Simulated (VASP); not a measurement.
Input of a VASP 6.6.1 run:

INCAR

```
SYSTEM = Pb
ALGO = Fast
EDIFF = 1E-6
ENCUT = 520
GGA = PE
ISIF = 2
ISMEAR = 0
LASPH = .True.
LCHARG = .True.
LELF = .True.
LREAL = .False.
LVHAR = .True.
LWAVE = .False.
NBANDS = 21
NELM = 80
PREC = Accurate
SIGMA = 0.05
```

File KPOINTS:

```
k-points
0
Gamma
  14 14 8
  0 0 0
```

File POSCAR:

```
Pb
1.0
    3.5859397552      0.0000000000      0.0000000000
   -1.7929698776      3.1055149244      0.0000000000
    0.0000000000      0.0000000000      5.9370435228
Pb
2
Direct
    0.3333333333      0.6666666667      0.2500000000
    0.6666666667      0.3333333333      0.7500000000
```

Potentials or basis: VASP PAW PBE potentials, release 64 (Pb_d).

The run is started by

```bash
$ cat potpaw_PBE.64/Pb_d/POTCAR > POTCAR
$ mpirun -np 1 vasp_std > vasp.out
```

(1) Estimate the band gap on the k mesh.

(2) Predict the pressure.

Answers

(1) zero (bands 14 and 15 overlap by 6.81 eV).

(2) -1.4 GPa.

Caveat: spin-orbit coupling is left out, which moves the levels of the heavy elements.
